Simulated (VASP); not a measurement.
# SiO2 (P-42_1m) in VASP: single point with PBE

Aim: the single point of SiO2 with PBE.

All numbers are computed with VASP 6.6.1; they aren't measurements. Logs are shortened: lines on timing, memory, paths and dates and some standing lists are left out, and cuts for length are marked.

## Step 1: The cell of the first run

Symmetry: P-42_1m, No. 113, tetragonal system. The conventional cell has a = 4.230 Å, b = 4.230 Å, c = 2.690 Å, α = 90.00°, β = 90.00°, γ = 90.00°. Si (site symmetry 2mm) has 6 O at 1.72 to 1.84 Å within 2.3 Å. Within 2.3 Å of O (site symmetry m) lie 3 Si at 1.72 to 1.84 Å.

## Step 2: Single point, PBE

Contents of INCAR:

```
ALGO     = Normal         # electronic algorithm
EDIFF    = 1E-6           # SCF threshold, eV
ENCUT    = 600            # plane-wave cutoff, eV
GGA      = PE             # functional
GGA_COMPAT= False        
ISIF     = 2              # what is computed and relaxed
ISMEAR   = 0              # smearing method
LASPH    = True           # aspherical terms in the spheres
LCHARG   = True           # write CHGCAR
LELF     = True           # ELF
LREAL    = False          # projectors in reciprocal space
LVHAR    = True         
LWAVE    = False          # write WAVECAR
NBANDS   = 25             # bands
NELM     = 120            # most SCF steps
PREC     = Accurate       # precision mode
SIGMA    = 0.01           # smearing width, eV
```

Contents of KPOINTS:

```
k-points
0
Gamma
  4 4 6
```

Contents of POSCAR:

```
SiO2
1.0
    4.2300000000      0.0000000000      0.0000000000
    0.0000000000      4.2300000000      0.0000000000
    0.0000000000      0.0000000000      2.6900000000
Si O
2 4
Direct
    0.0000000000      0.0000000000     -0.0092039142
    0.5000000000      0.5000000000      0.5092039142
    0.3070000000      0.3070000000     -0.0185873606
    0.6930000000      0.6930000000     -0.0185873606
    0.8070000000      0.1930000000      0.5185873606
    0.1930000000      0.8070000000      0.5185873606
```

Potentials or basis: VASP PAW PBE potentials, release 64 (Si, O).

Started as:

```console
$ cat potpaw_PBE.64/Si/POTCAR potpaw_PBE.64/O/POTCAR > POTCAR
$ mpirun -np 1 vasp_std > vasp.out
```

OUTCAR:

```text
EDIFF = 1E-6
   ENCUT = 600
   GGA = PE
   ISIF = 2
   ISMEAR = 0
   LASPH = True
   LREAL = False
   NELM = 120
   PREC = Accurate

 ion  position               nearest neighbor table
   1  0.000  0.000  0.991-   5 1.72   6 1.72   5 1.83   6 1.83   3 1.84   4 1.84
   2  0.500  0.500  0.509-   3 1.72   4 1.72   3 1.83   4 1.83   5 1.84   6 1.84
   3  0.307  0.307  0.981-   2 1.72   2 1.83   1 1.84
   4  0.693  0.693  0.981-   2 1.72   2 1.83   1 1.84
   5  0.807  0.193  0.519-   1 1.72   1 1.83   2 1.84
   6  0.193  0.807  0.519-   1 1.72   1 1.83   2 1.84

  LATTYP: Found a simple tetragonal cell.
 ALAT       =     4.2300000000
 C/A-ratio  =     0.6359338061

  Lattice vectors:

 A1 = (   4.2300000000,   0.0000000000,   0.0000000000)
 A2 = (   0.0000000000,   4.2300000000,   0.0000000000)
 A3 = (   0.0000000000,   0.0000000000,   2.6900000000)

Analysis of symmetry for initial positions (statically):
=====================================================================
 Subroutine PRICEL returns:
 Original cell was already a primitive cell.

 Routine SETGRP: Setting up the symmetry group for a
 simple tetragonal supercell.

 Subroutine GETGRP returns: Found  8 space group operations
 (whereof  4 operations were pure point group operations)
 out of a pool of 16 trial point group operations.

The static configuration has the point symmetry C_2v.
 The point group associated with its full space group is D_2d.

Analysis of symmetry for dynamics (positions and initial velocities):
=====================================================================
 Subroutine PRICEL returns:
 Original cell was already a primitive cell.

 Routine SETGRP: Setting up the symmetry group for a
 simple tetragonal supercell.

 Subroutine GETGRP returns: Found  8 space group operations
 (whereof  4 operations were pure point group operations)
 out of a pool of 16 trial point group operations.

The dynamic configuration has the point symmetry C_2v.
 The point group associated with its full space group is D_2d.

 Subroutine INISYM returns: Found  8 space group operations
 (whereof  4 operations are pure point group operations),
 and found     1 'primitive' translations

----------------------------------------------------------------------------------------

                                     Primitive cell

  volume of cell :      48.1319

  direct lattice vectors                    reciprocal lattice vectors
     4.230000000  0.000000000  0.000000000     0.236406619  0.000000000  0.000000000
     0.000000000  4.230000000  0.000000000     0.000000000  0.236406619  0.000000000
     0.000000000  0.000000000  2.690000000     0.000000000  0.000000000  0.371747212

  length of vectors
     4.230000000  4.230000000  2.690000000     0.236406619  0.236406619  0.371747212

  position of ions in fractional coordinates (direct lattice)
     0.000000000  0.000000000  0.990796086
     0.500000000  0.500000000  0.509203914
     0.307000000  0.307000000  0.981412639
     0.693000000  0.693000000  0.981412639
     0.807000000  0.193000000  0.518587361
     0.193000000  0.807000000  0.518587361

  ion indices of the primitive-cell ions
   primitive index   ion index
                 1           1
                 2           2
                 3           3
                 4           4
                 5           5
                 6           6

----------------------------------------------------------------------------------------

 KPOINTS: k-points

Automatic generation of k-mesh.
 Grid dimensions read from file:
 generate k-points for:    4    4    6

 Generating k-lattice:

  Cartesian coordinates                     Fractional coordinates (reciprocal lattice)
     0.059101655  0.000000000  0.000000000     0.250000000  0.000000000  0.000000000
     0.000000000  0.059101655  0.000000000     0.000000000  0.250000000  0.000000000
     0.000000000  0.000000000  0.061957869     0.000000000  0.000000000  0.166666667

  Length of vectors
     0.059101655  0.059101655  0.061957869

  Shift w.r.t. Gamma in fractional coordinates (k-lattice)
     0.000000000  0.000000000  0.000000000

 Subroutine IBZKPT returns following result:
 ===========================================

 Found     24 irreducible k-points:

 Following reciprocal coordinates:
            Coordinates               Weight
  0.000000  0.000000  0.000000      1.000000
  0.250000  0.000000  0.000000      4.000000
  0.500000  0.000000  0.000000      2.000000
  0.250000  0.250000  0.000000      4.000000
  0.500000  0.250000  0.000000      4.000000
  0.500000  0.500000  0.000000      1.000000
[... 16 lines left out ...]
  0.500000  0.250000  0.500000      4.000000
  0.500000  0.500000  0.500000      1.000000
   k-points           NKPTS =     24   k-points in BZ     NKDIM =     24   number of bands    NBANDS=     25
   number of dos      NEDOS =    301   number of ions     NIONS =      6
   total plane-waves  NPLWV =  31104
   dimension x,y,z NGX =    36 NGY =   36 NGZ =   24
   dimension x,y,z NGXF=    72 NGYF=   72 NGZF=   48
   ions per type =               2   4
   NGX,Y,Z   is equivalent  to a cutoff of  14.15, 14.15, 14.83 a.u.
   NGXF,Y,Z  is equivalent  to a cutoff of  28.30, 28.30, 29.66 a.u.
 SYSTEM =  unknown system
   PREC   = accura    normal or accurate (medium, high low for compatibility)
   ISTART =      0    job   : 0-new  1-cont  2-samecut
   ICHARG =      2    charge: 1-file 2-atom 10-const
   ISPIN  =      1    spin polarized calculation?
   LNONCOLLINEAR =      F non collinear calculations
   LSORBIT =      F    spin-orbit coupling
   LASPH  =      T    aspherical Exc in radial PAW
   ENCUT  =  600.0 eV  44.10 Ry    6.64 a.u.   8.45  8.45  5.37*2*pi/ulx,y,z
   NELM   =    120;   NELMIN=  2; NELMDL= -5     # of ELM steps
   EDIFF  = 0.1E-05   stopping-criterion for ELM
   LREAL  =      F    real-space projection
   EDIFFG = 0.1E-04   stopping-criterion for IOM
   NSW    =      0    number of steps for IOM
   IBRION =     -1    ionic relax: 0-MD 1-quasi-New 2-CG
   NFREE  =      0    steps in history (QN), initial steepest desc. (CG)
   ISIF   =      2    stress and relaxation
   ISYM   =      2    0-nonsym 1-usesym 2-fastsym
   POTIM  = 0.5000    time-step for ionic-motion
   TEBEG  =    0.0;   TEEND  =   0.0 temperature during run
   PSTRESS=    0.0 pullay stress
   NELECT =      32.0000    total number of electrons
   NUPDOWN=      -1.0000    fix difference up-down
   EMIN   =  10.00;   EMAX   =-10.00  energy-range for DOS
   EFERMI =   0.00;   METHOD = LEGACY
   ISMEAR =     0;   SIGMA  =   0.01  broadening in eV -4-tet -1-fermi 0-gaus
   EFERMI_NEDOS =   21; number of points for ismear=-14 and -15
   IALGO  =     38    algorithm
   IMIX   =      4    mixing-type and parameters
     AMIX     =   0.40;   BMIX     =  1.00
     AMIX_MAG =   1.60;   BMIX_MAG =  1.00
  volume/ion in A,a.u.               =       8.02        54.14
  Fermi-wavevector in a.u.,A,eV,Ry     =   1.428830  2.700097 27.777035  2.041554
  Thomas-Fermi vector in A             =   2.548849
   LORBIT       =      0    0 simple, 1 ext, 2 COOP (PROOUT), +10 PAW based schemes
   GGA     = PE    functional components
   LHFCALC =     F    Hartree Fock is set to
   AEXX    =    0.0000 exact exchange contribution
   IVDW    =     0    specifies the selected vdW correction
   LEPSILON=     F    determine dielectric tensor
   LRPA    =     F    only Hartree local field effects (RPA)
 non-spin polarized calculation
 Gauss-broadening in eV      SIGMA  =   0.01
  energy-cutoff  :      600.00
  volume of cell :       48.13
 maximum number of plane-waves:      1634
 NGX is ok and might be reduce to    36
   NGX = 17   NGY = 17   NGZ = 11

 number of electron      32.0000008 magnetization

 Free energy of the ion-electron system (eV)
  ---------------------------------------------------
  ext. energy  EPLUGINS =         0.00000000
  ---------------------------------------------------
  free energy    TOTEN  =       -46.13878451 eV

  energy without entropy =      -46.13878451  energy(sigma->0) =      -46.13878451

 E-fermi :   7.8696     XC(G=0): -12.0917

 val. band max:        7.7803320193   @ k =   0.0000   0.0000   0.0000
 cond. band min:      12.7913569378   @ k =   0.0000   0.0000   0.0000
 fundamental gap:      5.0110249186
 Fermi energy:         7.8695813174

 k-point     1 :       0.0000    0.0000    0.0000
  band No.  band energies     occupation
      1     -14.4876      2.00000
      2     -11.0089      2.00000
      3     -11.0089      2.00000
      4     -10.8444      2.00000
      5      -2.8549      2.00000
      6       1.4899      2.00000
[... 17 lines left out ...]
     24      21.4500      0.00000
     25      23.2407      0.00000

 k-point     2 :       0.2500    0.0000    0.0000
  band No.  band energies     occupation
      1     -14.1772      2.00000
      2     -12.0773      2.00000
      3     -10.8597      2.00000
      4     -10.3960      2.00000
      5      -2.4336      2.00000
      6       0.2141      2.00000
[... 17 lines left out ...]
     24      20.8323      0.00000
     25      22.8772      0.00000

 k-point     3 :       0.5000    0.0000    0.0000
  band No.  band energies     occupation
      1     -13.3042      2.00000
      2     -13.3042      2.00000
      3     -10.5307      2.00000
      4     -10.5307      2.00000
      5      -1.3355      2.00000
      6      -1.3355      2.00000
[... 17 lines left out ...]
     24      21.0366      0.00000
     25      22.5894      0.00000

 k-point     4 :       0.2500    0.2500    0.0000
  band No.  band energies     occupation
      1     -13.8877      2.00000
      2     -12.2490      2.00000
      3     -11.1765      2.00000
      4     -10.4510      2.00000
      5      -1.9187      2.00000
      6       0.3119      2.00000
[... 17 lines left out ...]
     24      20.7540      0.00000
     25      22.7188      0.00000

 k-point     5 :       0.5000    0.2500    0.0000
  band No.  band energies     occupation
      1     -13.1047      2.00000
      2     -13.1047      2.00000
      3     -10.8994      2.00000
      4     -10.8994      2.00000
      5      -0.7481      2.00000
      6      -0.7481      2.00000
[... 17 lines left out ...]
     24      21.3632      0.00000
     25      22.0469      0.00000

 k-point     6 :       0.5000    0.5000    0.0000
  band No.  band energies     occupation
      1     -12.8264      2.00000
      2     -12.8264      2.00000
      3     -11.3349      2.00000
      4     -11.3349      2.00000
      5       0.0494      2.00000
      6       0.0494      2.00000
[... 17 lines left out ...]
     24      20.9909      0.00000
     25      22.2681      0.00000
[... 393 lines left out ...]
 k-point    21 :       0.5000    0.0000    0.5000
  band No.  band energies     occupation
      1     -11.6978      2.00000
      2     -11.6978      2.00000
      3     -10.4662      2.00000
      4     -10.4662      2.00000
      5      -1.4880      2.00000
      6      -1.4880      2.00000
[... 17 lines left out ...]
     24      21.8825      0.00000
     25      22.2767      0.00000

 k-point    22 :       0.2500    0.2500    0.5000
  band No.  band energies     occupation
      1     -11.8974      2.00000
      2     -11.5675      2.00000
      3     -10.4540      2.00000
      4     -10.3420      2.00000
      5      -2.3767      2.00000
      6      -1.4066      2.00000
[... 17 lines left out ...]
     24      21.9790      0.00000
     25      22.2119      0.00000

 k-point    23 :       0.5000    0.2500    0.5000
  band No.  band energies     occupation
      1     -11.6552      2.00000
      2     -11.6552      2.00000
      3     -10.4550      2.00000
      4     -10.4550      2.00000
      5      -2.2725      2.00000
      6      -2.2725      2.00000
[... 17 lines left out ...]
     24      21.3216      0.00000
     25      22.8487      0.00000

 k-point    24 :       0.5000    0.5000    0.5000
  band No.  band energies     occupation
      1     -11.6109      2.00000
      2     -11.6109      2.00000
      3     -10.4448      2.00000
      4     -10.4448      2.00000
      5      -2.7345      2.00000
      6      -2.7345      2.00000
[... 17 lines left out ...]
     24      21.7322      0.00000
     25      23.0611      0.00000

------------------------ aborting loop because EDIFF is reached ----------------------------------------

  FORCE on cell =-STRESS in cart. coord.  units (eV):
  Direction    XX          YY          ZZ          XY          YZ          ZX
  --------------------------------------------------------------------------------------
  -------------------------------------------------------------------------------------
  Total        0.7669113      0.7669113      0.6797253     -0.0000000      0.0000000      0.0000000
  in kB       25.5283485     25.5283485     22.6261680     -0.0000000      0.0000000      0.0000000
  external PRESSURE =      24.5609550 kB  Pullay stress =       0.0000000 kB

 VOLUME and BASIS-vectors are now :
 -----------------------------------------------------------------------------
  energy-cutoff  :      600.00
  volume of cell :       48.13
      direct lattice vectors                 reciprocal lattice vectors
     4.230000000  0.000000000  0.000000000     0.236406619  0.000000000  0.000000000
     0.000000000  4.230000000  0.000000000     0.000000000  0.236406619  0.000000000
     0.000000000  0.000000000  2.690000000     0.000000000  0.000000000  0.371747212

 POSITION                                       TOTAL-FORCE (eV/Angst)
 -----------------------------------------------------------------------------------
      0.00000      0.00000      2.66524         0.000000      0.000000      1.393213
      2.11500      2.11500      1.36976         0.000000      0.000000     -1.393213
      1.29861      1.29861      2.64000        -0.159540     -0.159540      1.568510
      2.93139      2.93139      2.64000         0.159540      0.159540      1.568510
      3.41361      0.81639      1.39500        -0.159540      0.159540     -1.568510
      0.81639      3.41361      1.39500         0.159540     -0.159540     -1.568510
 -----------------------------------------------------------------------------------
    total drift:                                0.000000      0.000000     -0.000000

  FREE ENERGIE OF THE ION-ELECTRON SYSTEM (eV)
  ---------------------------------------------------
  free  energy   TOTEN  =       -46.1387845058 eV

  energy  without entropy=      -46.1387845058  energy(sigma->0) =      -46.13878451
```

Wall time 20 s (1 thread of Intel Xeon Platinum 8375C at 2.90GHz (Ice Lake), shared host); peak memory 0.18 GiB.

What came out:

| Quantity | Value |
| --- | --- |
| Free energy | -46.1388 eV |
| Pressure | 2.5 GPa |
| Largest force | 1.585 eV/Å |
| Band gap on the k mesh | 5.01 eV, direct |

Forces on the atoms (eV/Å):
```
Si   0.000  0.000  1.393
Si   0.000  0.000 -1.393
O   -0.160 -0.160  1.569
O    0.160  0.160  1.569
O   -0.160  0.160 -1.569
O    0.160 -0.160 -1.569
```

Caveat: forces of over 1 eV/Å act on the atoms, so gaps and moduli don't describe the material at rest. As with any semilocal functional, this PBE gap is likely too small.
